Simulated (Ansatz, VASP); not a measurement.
## Two plane-wave programs on MnBr3

The input INCAR:

```
SYSTEM = MnBr3
PREC     = Accurate       ! precision mode
ENCUT    = 520            ! plane-wave cutoff, eV
EDIFF    = 1E-6           ! SCF threshold, eV
ISMEAR   = 0              ! smearing method
SIGMA    = 0.05           ! smearing width, eV
LREAL    = .False.        ! projectors in reciprocal space
LASPH    = .True.         ! aspherical terms in the spheres
NELM     = 150            ! most SCF steps
ALGO     = Normal         ! electronic algorithm
ISIF     = 2              ! what is computed and relaxed
LWAVE    = .False.        ! write WAVECAR
LCHARG   = .False.        ! write CHGCAR
ISPIN    = 2              ! spin polarisation
MAGMOM   = 4.8 -0.08 -0.08 -0.08 ! initial moments
LORBIT   = 11             ! projections on sites
LMAXMIX  = 4              ! l up to which the mixer works
LDAU     = .True.         ! DFT+U
LDAUTYPE = 2            
LDAUL    = 2 -1           ! shell
LDAUU    = 3.9 0          ! U, eV
LDAUJ    = 0 0          
LDAUPRINT= 1            
GGA      = PE             ! functional
NBANDS   = 29             ! bands
```

KPOINTS

```
regular mesh
0
Gamma
  4 4 4
  0 0 0
```

Contents of POSCAR:

```
MnBr3
1.0
    5.2184683468      0.0000000000      0.0000000000
    0.0000000000      5.2184683468      0.0000000000
    0.0000000000      0.0000000000      5.2184683468
Mn Br
1 3
Direct
    0.0000000000      0.0000000000      0.0000000000
    0.5000000000      0.0000000000      0.0000000000
    0.0000000000      0.0000000000      0.5000000000
    0.0000000000      0.5000000000      0.0000000000
```

Input for Ansatz:

```yaml
crystal:
  lattice:
    - [5.2184683468, 0.0, 0.0]
    - [0.0, 5.2184683468, 0.0]
    - [0.0, 0.0, 5.2184683468]
  atoms:
    - { symbol: Mn, position: [0.0, 0.0, 0.0], spin: 4.8 }
    - { symbol: Br, position: [0.5, 0.0, 0.0] }
    - { symbol: Br, position: [0.0, 0.0, 0.5] }
    - { symbol: Br, position: [0.0, 0.5, 0.0] }
basis:
  ecutwfc: 420
  ecutrho_ratio: 4
kpoints:
  mp_grid: { grid: [4, 4, 4] }
hamiltonian:
  xc: pbe
  hubbard:
    sites:
      - { species: Mn, l: d, u_eff: 3.9, starting_ns: start.occupation_matrices }
    ns_hold: { iters: 6 }
scf:
  occupations: { method: gaussian, width: 0.05 }
  lower_state_search: "off"
output:
  forces: true
  stress: true
  eigenvalues: true
  populations: true
  hubbard: { sites: [{ species: Mn, l: d }] }
magnetization:
  spin_polarized: true
```

Alike in both runs: task single point; functional PBE; k mesh 4 × 4 × 4; occupations gaussian, width 0.05 eV; collinear spin; Hubbard terms Mn d U = 3.9 eV.

|  | VASP | Ansatz |
| --- | --- | --- |
| version | VASP 6.6.1 | Ansatz 0.2.0 |
| potentials or method | VASP PAW PBE potentials, release 64 (Mn_pv, Br), cutoff 520 eV | scalar-relativistic, plane waves, PAW |
| valence electrons in the cell | 34 | 36 |

```tsv
	VASP	Ansatz	Ansatz less VASP
gap on the k mesh at the Fermi level (eV)	none	none	-
pressure (GPa)	0.3	0.6	+0.30
net moment per atom (μB)	1.09	1.09	0.000
size of the moment on the site where the two differ most (μB)	4.42	4.37	-0.057
```

Site moments also hang on the region over which each program counts them. The programs project onto different local orbitals, so the same U acts differently, and such runs can settle in different states. A gap of «none» marks a metal or a gap that the smearing closes. VASP's potentials hold 34 valence electrons a cell and Ansatz's 36, so a difference there can come from the potentials and not from the codes. Ansatz's warnings: filled band counts differ across k points.
